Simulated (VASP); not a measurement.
Wanted: the native input for a VASP 6.6.1 run.

- Task: single point
- Functional: LDA
- Potentials or basis: VASP PAW LDA potentials, release 64 (C)
- Cutoff: 520 eV
- k mesh: 14 × 14 × 14
- Occupations: gaussian, width 0.05 eV
- Spin: no spin polarisation
- Dipole correction: no
- Further INCAR settings: ALGO = Normal; EDIFF = 1e-06; NBANDS = 11

The structure of C lies in POSCAR:

```
C
1.0
    0.0000000000      2.2912412928      2.8852189369
    1.3228228997      0.0000000000      2.8852189369
    1.3228228997      2.2912412928      0.0000000000
C
2
Direct
    0.1666700000      0.8333300000      0.1666700000
    0.8333300000      0.1666700000      0.8333300000
```

This cell differs from its parent crystal: ratio of the length along z to the lengths across it x 0.8, volume and fractional coordinates fixed.

One way to write it, as run:

INCAR

```
SYSTEM = C
ALGO = Normal
EDIFF = 1E-6
ENCUT = 520
ISIF = 2
ISMEAR = 0
LASPH = .True.
LCHARG = .False.
LREAL = .False.
LWAVE = .False.
NBANDS = 11
NELM = 100
PREC = Accurate
SIGMA = 0.05
```

KPOINTS

```
k-points
0
Gamma
  14 14 14
  0 0 0
```

Potentials or basis: VASP PAW LDA potentials, release 64 (C).

The run is started by

```bash
$ cat potpaw_LDA.64/C/POTCAR > POTCAR
$ mpirun -np 1 vasp_std > vasp.out
```

Results of the run:

| Quantity | Value |
| --- | --- |
| Pressure | -51.9 GPa |
| Largest force | 0.017 eV/Å |
| Band gap on the k mesh | zero (band 4 reaches 5.06 eV, above the bottom of band 5 at 4.54 eV) |

It took 24 s on 1 thread of Intel(R) Xeon(R) 6975P-C (Granite Rapids) (shared host), peak memory 0.17 GiB.
